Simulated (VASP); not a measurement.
# W7C8 (a cell with a defect) in VASP: single point with PBE

Aim: the single point of W7C8 (a cell with a defect) with PBE.

All numbers are computed with VASP 6.6.1; they aren't measurements. Logs are shortened: lines on timing, memory, paths and dates and some standing lists are left out, and cuts for length are marked.

**1. The cell of the first run**

The cell holds a defect, 15 atoms: a = 5.863 Å, b = 5.863 Å, c = 5.690 Å, α = 90.00°, β = 90.00°, γ = 120.00°.

**2. Single point, PBE**

INCAR reads:

```
SYSTEM = W7C8
PREC = Accurate ; ENCUT = 520
EDIFF = 1E-6 ; ISMEAR = -1
SIGMA = 0.5 ; LREAL = .False.
LASPH = .True. ; NELM = 120
ALGO = Normal ; ISIF = 2
LWAVE = .False. ; LCHARG = .False.
GGA = PE ; NBANDS = 78
GGA_COMPAT = .False.
```

KPOINTS reads:

```
Automatic mesh
0
Gamma
  4 4 3
  0 0 0
```

POSCAR reads:

```
W7C8
1.0
    5.8626610600      0.0000000000      0.0000000000
   -2.9313305300      5.0772134100      0.0000000000
    0.0000000000      0.0000000000      5.6902837200
W C
7 8
Direct
   -0.0035412583     -0.0047723028      0.0030613588
   -0.4181792078     -0.4005116263      0.5034501162
   -0.0011741005      0.4905041011      0.0031182979
   -0.0026763355      0.4820195257      0.5030562870
    0.4966133757     -0.0008443608      0.0030318348
    0.4760120067      0.0239826437      0.5030351984
    0.4971803423      0.4962643475      0.0032557252
    0.3326483798      0.1697610343      0.2364261724
    0.3328058346      0.1699688255      0.7696299896
    0.3316448857      0.6719227112      0.2597380153
    0.3316374886      0.6717537209      0.7464372972
    0.8170146271      0.1605144268      0.2516066106
    0.8170033989      0.1601685677      0.7541854170
    0.8406720803      0.6502482235      0.2375616167
    0.8407317591      0.6500492954      0.7688486577
```

Potentials or basis: VASP PAW PBE potentials, release 64 (W_sv, C).

Started as:

```bash
cat potpaw_PBE.64/W_sv/POTCAR potpaw_PBE.64/C/POTCAR > POTCAR
mpirun -np 1 vasp_std > vasp.out
```

OUTCAR:

```text
SYSTEM = W7C8
   PREC = Accurate
   ENCUT = 520
   EDIFF = 1E-6
   ISMEAR = -1
   LREAL = .False.
   LASPH = .True.
   NELM = 120
   ISIF = 2
   GGA = PE

 ion  position               nearest neighbor table
   1  0.996  0.995  0.003-   8 2.16   9 2.16  15 2.20  14 2.20  13 2.25  12 2.25   3 2.90   5 2.92
                             7 2.93   7 2.94   5 2.94   3 2.97
   2  0.582  0.599  0.503-  15 2.05  14 2.06  11 2.21  10 2.21   9 2.66   8 2.67   4 2.84   6 2.85
                             7 2.90   7 2.90   6 3.11   4 3.14
   3  0.999  0.491  0.003-  15 2.09  14 2.09  12 2.19  13 2.20  10 2.24  11 2.24   4 2.85   4 2.85
                             1 2.90   7 2.90   5 2.91   5 2.95   7 2.96   1 2.97
   4  0.997  0.482  0.503-  12 2.17  13 2.17  10 2.19  11 2.19  14 2.24  15 2.24   2 2.84   3 2.85
                             3 2.85   6 2.89   6 3.01   2 3.14
   5  0.497  0.999  0.003-  12 2.16   8 2.16   9 2.16  13 2.16  10 2.21  11 2.21   6 2.85   6 2.85
                             7 2.91   3 2.91   1 2.92   1 2.94   7 2.95   3 2.95
   6  0.476  0.024  0.503-   8 2.11   9 2.11  13 2.25  12 2.25  10 2.27  11 2.27   2 2.85   5 2.85
                             5 2.85   4 2.89   4 3.01   2 3.11
   7  0.497  0.496  0.003-   8 2.12   9 2.12  14 2.20  15 2.20  10 2.27  11 2.27   2 2.90   2 2.90
                             3 2.90   5 2.91   1 2.93   1 2.94   5 2.95   3 2.96
   8  0.333  0.170  0.236-   6 2.11   7 2.12   5 2.16   1 2.16   2 2.67
   9  0.333  0.170  0.770-   6 2.11   7 2.12   5 2.16   1 2.16   2 2.66
  10  0.332  0.672  0.260-   4 2.19   2 2.21   5 2.21   3 2.24   7 2.27   6 2.27
  11  0.332  0.672  0.746-   4 2.19   2 2.21   5 2.21   3 2.24   7 2.27   6 2.27
  12  0.817  0.161  0.252-   5 2.16   4 2.17   3 2.19   1 2.25   6 2.25
  13  0.817  0.160  0.754-   5 2.16   4 2.17   3 2.20   1 2.25   6 2.25
  14  0.841  0.650  0.238-   2 2.06   3 2.09   7 2.20   1 2.20   4 2.24
  15  0.841  0.650  0.769-   2 2.05   3 2.09   7 2.20   1 2.20   4 2.24

  LATTYP: Found a hexagonal cell.
 ALAT       =     5.8626610600
 C/A-ratio  =     0.9705974236

  Lattice vectors:

 A1 = (   5.8626610600,   0.0000000000,   0.0000000000)
 A2 = (  -2.9313305300,   5.0772134100,   0.0000000000)
 A3 = (   0.0000000000,   0.0000000000,   5.6902837200)

Analysis of symmetry for initial positions (statically):
=====================================================================
 Subroutine PRICEL returns:
 Original cell was already a primitive cell.

 Routine SETGRP: Setting up the symmetry group for a
 hexagonal supercell.

 Subroutine GETGRP returns: Found  1 space group operations
 (whereof  1 operations were pure point group operations)
 out of a pool of 24 trial point group operations.

The static configuration has the point symmetry C_1 .

Analysis of symmetry for dynamics (positions and initial velocities):
=====================================================================
 Subroutine PRICEL returns:
 Original cell was already a primitive cell.

 Routine SETGRP: Setting up the symmetry group for a
 hexagonal supercell.

 Subroutine GETGRP returns: Found  1 space group operations
 (whereof  1 operations were pure point group operations)
 out of a pool of 24 trial point group operations.

The dynamic configuration has the point symmetry C_1 .

 Subroutine INISYM returns: Found  1 space group operations
 (whereof  1 operations are pure point group operations),
 and found     1 'primitive' translations

----------------------------------------------------------------------------------------

                                     Primitive cell

  volume of cell :     169.3769

  direct lattice vectors                    reciprocal lattice vectors
     5.862661060  0.000000000  0.000000000     0.170571007  0.098479217  0.000000000
    -2.931330530  5.077213410  0.000000000     0.000000000  0.196958434  0.000000000
     0.000000000  0.000000000  5.690283720     0.000000000  0.000000000  0.175738162

  length of vectors
     5.862661060  5.862661058  5.690283720     0.196958433  0.196958434  0.175738162

  position of ions in fractional coordinates (direct lattice)
     0.996458742  0.995227697  0.003061359
     0.581820792  0.599488374  0.503450116
     0.998825899  0.490504101  0.003118298
     0.997323665  0.482019526  0.503056287
     0.496613376  0.999155639  0.003031835
     0.476012007  0.023982644  0.503035198
     0.497180342  0.496264348  0.003255725
     0.332648380  0.169761034  0.236426172
     0.332805835  0.169968825  0.769629990
     0.331644886  0.671922711  0.259738015
     0.331637489  0.671753721  0.746437297
     0.817014627  0.160514427  0.251606611
     0.817003399  0.160168568  0.754185417
     0.840672080  0.650248224  0.237561617
     0.840731759  0.650049295  0.768848658

  ion indices of the primitive-cell ions
   primitive index   ion index
                 1           1
                 2           2
                 3           3
                 4           4
                 5           5
                 6           6
                 7           7
                 8           8
                 9           9
                10          10
                11          11
                12          12
                13          13
                14          14
                15          15

----------------------------------------------------------------------------------------

 KPOINTS: Automatic mesh

Automatic generation of k-mesh.
 Grid dimensions read from file:
 generate k-points for:    4    4    3

 Generating k-lattice:

  Cartesian coordinates                     Fractional coordinates (reciprocal lattice)
     0.042642752  0.024619804  0.000000000     0.250000000  0.000000000  0.000000000
     0.000000000  0.049239608  0.000000000     0.000000000  0.250000000  0.000000000
     0.000000000  0.000000000  0.058579387     0.000000000  0.000000000  0.333333333

  Length of vectors
     0.049239608  0.049239608  0.058579387

  Shift w.r.t. Gamma in fractional coordinates (k-lattice)
     0.000000000  0.000000000  0.000000000

 Subroutine IBZKPT returns following result:
 ===========================================

 Found     26 irreducible k-points:

 Following reciprocal coordinates:
            Coordinates               Weight
  0.000000  0.000000  0.000000      1.000000
  0.250000  0.000000  0.000000      2.000000
  0.000000  0.250000  0.000000      2.000000
 -0.250000  0.250000  0.000000      2.000000
  0.500000  0.000000  0.000000      1.000000
  0.000000  0.500000  0.000000      1.000000
[... 16 lines left out ...]
  0.500000  0.250000  0.333333      2.000000
 -0.250000 -0.250000  0.333333      2.000000
 [... further k-points ...]
   k-points           NKPTS =     26   k-points in BZ     NKDIM =     26   number of bands    NBANDS=     78
   number of dos      NEDOS =    301   number of ions     NIONS =     15
   total plane-waves  NPLWV =  96768
   dimension x,y,z NGX =    48 NGY =   48 NGZ =   42
   dimension x,y,z NGXF=    96 NGYF=   96 NGZF=   84
   ions per type =               7   8
   NGX,Y,Z   is equivalent  to a cutoff of  13.61, 13.61, 12.27 a.u.
   NGXF,Y,Z  is equivalent  to a cutoff of  27.22, 27.22, 24.54 a.u.
 SYSTEM =  W7C8
   PREC   = accura    normal or accurate (medium, high low for compatibility)
   ISTART =      0    job   : 0-new  1-cont  2-samecut
   ICHARG =      2    charge: 1-file 2-atom 10-const
   ISPIN  =      1    spin polarized calculation?
   LNONCOLLINEAR =      F non collinear calculations
   LSORBIT =      F    spin-orbit coupling
   LASPH  =      T    aspherical Exc in radial PAW
   ENCUT  =  520.0 eV  38.22 Ry    6.18 a.u.  10.90 10.90 10.58*2*pi/ulx,y,z
   NELM   =    120;   NELMIN=  2; NELMDL= -5     # of ELM steps
   EDIFF  = 0.1E-05   stopping-criterion for ELM
   LREAL  =      F    real-space projection
   EDIFFG = 0.1E-04   stopping-criterion for IOM
   NSW    =      0    number of steps for IOM
   IBRION =     -1    ionic relax: 0-MD 1-quasi-New 2-CG
   NFREE  =      0    steps in history (QN), initial steepest desc. (CG)
   ISIF   =      2    stress and relaxation
   ISYM   =      2    0-nonsym 1-usesym 2-fastsym
   POTIM  = 0.5000    time-step for ionic-motion
   TEBEG  =    0.0;   TEEND  =   0.0 temperature during run
   PSTRESS=    0.0 pullay stress
   NELECT =     130.0000    total number of electrons
   NUPDOWN=      -1.0000    fix difference up-down
   EMIN   =  10.00;   EMAX   =-10.00  energy-range for DOS
   EFERMI =   0.00;   METHOD = LEGACY
   ISMEAR =    -1;   SIGMA  =   0.50  broadening in eV -4-tet -1-fermi 0-gaus
   EFERMI_NEDOS =   21; number of points for ismear=-14 and -15
   IALGO  =     38    algorithm
   IMIX   =      4    mixing-type and parameters
     AMIX     =   0.40;   BMIX     =  1.00
     AMIX_MAG =   1.60;   BMIX_MAG =  1.00
  volume/ion in A,a.u.               =      11.29        76.20
  Fermi-wavevector in a.u.,A,eV,Ry     =   1.498895  2.832501 30.568026  2.246687
  Thomas-Fermi vector in A             =   2.610595
   LORBIT       =      0    0 simple, 1 ext, 2 COOP (PROOUT), +10 PAW based schemes
   GGA     = PE    functional components
   LHFCALC =     F    Hartree Fock is set to
   AEXX    =    0.0000 exact exchange contribution
   IVDW    =     0    specifies the selected vdW correction
   LEPSILON=     F    determine dielectric tensor
   LRPA    =     F    only Hartree local field effects (RPA)
 non-spin polarized calculation
  energy-cutoff  :      520.00
  volume of cell :      169.38
 maximum number of plane-waves:      4584
 NGX is ok and might be reduce to    48
   NGX = 21   NGY = 21   NGZ = 21

 number of electron     130.0000000 magnetization

 Free energy of the ion-electron system (eV)
  ---------------------------------------------------
  ext. energy  EPLUGINS =         0.00000000
  ---------------------------------------------------
  free energy    TOTEN  =      -161.27164791 eV

  energy without entropy =     -156.49440286  energy(sigma->0) =     -158.88302539

 E-fermi :   9.5230     XC(G=0): -12.9957

 val. band max:        9.5113445948   @ k =   0.0000   0.2500   0.0000
 cond. band min:       9.5339273034   @ k =  -0.2500  -0.2500   0.3333
 fundamental gap:      0.0225827086
 Fermi energy:         9.5229821994

 k-point     1 :       0.0000    0.0000    0.0000
  band No.  band energies     occupation
      1     -65.0062      2.00000
      2     -64.8930      2.00000
      3     -64.7701      2.00000
      4     -64.5594      2.00000
      5     -64.5105      2.00000
      6     -64.4346      2.00000
[... 69 lines left out ...]
     76      13.5786      0.00060
     77      13.7100      0.00046

 k-point     2 :       0.2500    0.0000    0.0000
  band No.  band energies     occupation
      1     -65.0056      2.00000
      2     -64.8930      2.00000
      3     -64.7706      2.00000
      4     -64.5561      2.00000
      5     -64.5127      2.00000
      6     -64.4344      2.00000
[... 69 lines left out ...]
     76      13.3883      0.00088
     77      13.6085      0.00057
[... 1678 lines left out ...]
     76      12.9186      0.00224
     77      13.2942      0.00106

 k-point    24 :      -0.2500   -0.2500    0.3333
  band No.  band energies     occupation
      1     -65.0050      2.00000
      2     -64.8918      2.00000
      3     -64.7706      2.00000
      4     -64.5549      2.00000
      5     -64.5124      2.00000
      6     -64.4373      2.00000
[... 69 lines left out ...]
     76      13.0157      0.00185
     77      13.2197      0.00123

 [... further k-points ...]

 [bands above 77 left out]

------------------------ aborting loop because EDIFF is reached ----------------------------------------

  FORCE on cell =-STRESS in cart. coord.  units (eV):
  Direction    XX          YY          ZZ          XY          YZ          ZX
  --------------------------------------------------------------------------------------
  -------------------------------------------------------------------------------------
  Total        2.4391318     -1.0168224     -3.6914870     -1.0556901     -0.0280947      0.0232628
  in kB       23.0723441     -9.6183722    -34.9186789     -9.9860310     -0.2657547      0.2200486
  external PRESSURE =      -7.1549024 kB  Pullay stress =       0.0000000 kB

 VOLUME and BASIS-vectors are now :
 -----------------------------------------------------------------------------
  energy-cutoff  :      520.00
  volume of cell :      169.38
      direct lattice vectors                 reciprocal lattice vectors
     5.862661060  0.000000000  0.000000000     0.170571007  0.098479217  0.000000000
    -2.931330530  5.077213410  0.000000000     0.000000000  0.196958434  0.000000000
     0.000000000  0.000000000  5.690283720     0.000000000  0.000000000  0.175738162

 POSITION                                       TOTAL-FORCE (eV/Angst)
 -----------------------------------------------------------------------------------
      2.92456      5.05298      0.01742         0.027483      0.256455     -0.002286
      1.65372      3.04373      2.86477        -0.655288     -3.083719     -0.020866
      4.41795      2.49039      0.01774        -0.032081      0.269806     -0.001109
      4.43401      2.44732      2.86253        -0.009507      0.048552      0.002205
     -0.01738      5.07293      0.01725         0.031844      0.244491     -0.000206
      2.72040      0.12177      2.86241         0.606776     -0.196706      0.001255
      1.46008      2.51964      0.01853         0.002242      0.209888     -0.002392
      1.45258      0.86191      1.34533         0.079277      0.349698      0.286570
      1.45289      0.86297      4.37941         0.078308      0.351173     -0.283544
     -0.02531      3.41149      1.47798         0.036229      0.136964     -0.025869
     -0.02485      3.41064      4.24744         0.026832      0.142662      0.034662
      4.31936      0.81497      1.43171         0.002666      0.320841     -0.229856
      4.32031      0.81321      4.29153        -0.001533      0.336762      0.244291
      3.02248      3.30145      1.35179        -0.093164      0.304382      0.087664
      3.02342      3.30044      4.37497        -0.100086      0.308752     -0.090519
 -----------------------------------------------------------------------------------
    total drift:                                0.000105      0.000074     -0.000277

  FREE ENERGIE OF THE ION-ELECTRON SYSTEM (eV)
  ---------------------------------------------------
  free  energy   TOTEN  =      -161.2716479102 eV

  energy  without entropy=     -156.4944028648  energy(sigma->0) =     -158.88302539
```

It took 11 min on 1 thread of Oxide Virtual Turin-like, shared host; peak memory 0.4 GiB.

Results:

| Item | Value |
| --- | --- |
| Free energy | -161.2716 eV |
| Pressure | -0.7 GPa |
| Largest force | 3.153 eV/Å |
| Band gap on the k mesh | zero (bands 65 and 66 overlap by 0.57 eV) |

Forces in eV/Å, atoms in the order of the input:
```
W    0.027  0.256 -0.002
W   -0.655 -3.084 -0.021
W   -0.032  0.270 -0.001
W   -0.010  0.049  0.002
W    0.032  0.244  0.000
W    0.607 -0.197  0.001
W    0.002  0.210 -0.002
C    0.079  0.350  0.287
C    0.078  0.351 -0.284
C    0.036  0.137 -0.026
C    0.027  0.143  0.035
C    0.003  0.321 -0.230
C   -0.002  0.337  0.244
C   -0.093  0.304  0.088
C   -0.100  0.309 -0.091
```

Levels at points of the mesh, in eV from the Fermi level:
```
           k point  band 62  band 63  band 64  band 65  band 66  band 67  band 68  band 69
(0.00, 0.00, 0.00)    -0.73    -0.33     0.01     0.23     0.30     0.88     1.05     1.41
(0.50, 0.00, 0.00)    -1.27    -1.10    -1.09    -0.81    -0.34     0.61     1.16     1.21
(0.00, 0.50, 0.00)    -1.34    -1.29    -0.82    -0.73    -0.31     0.45     1.03     1.21
(0.50, 0.50, 0.00)    -1.45    -1.08    -0.89    -0.77     0.01     0.43     1.07     1.44
```

Caveat: the k points lie up to 0.37 Å⁻¹ apart, too coarse for converged energies and pressures of a metal; so wide a smearing shifts energies and pressures; spin-orbit coupling is left out, which moves the levels of the heavy elements.

The gap in the log of VASP goes by the Fermi energy; the results here count the filled bands.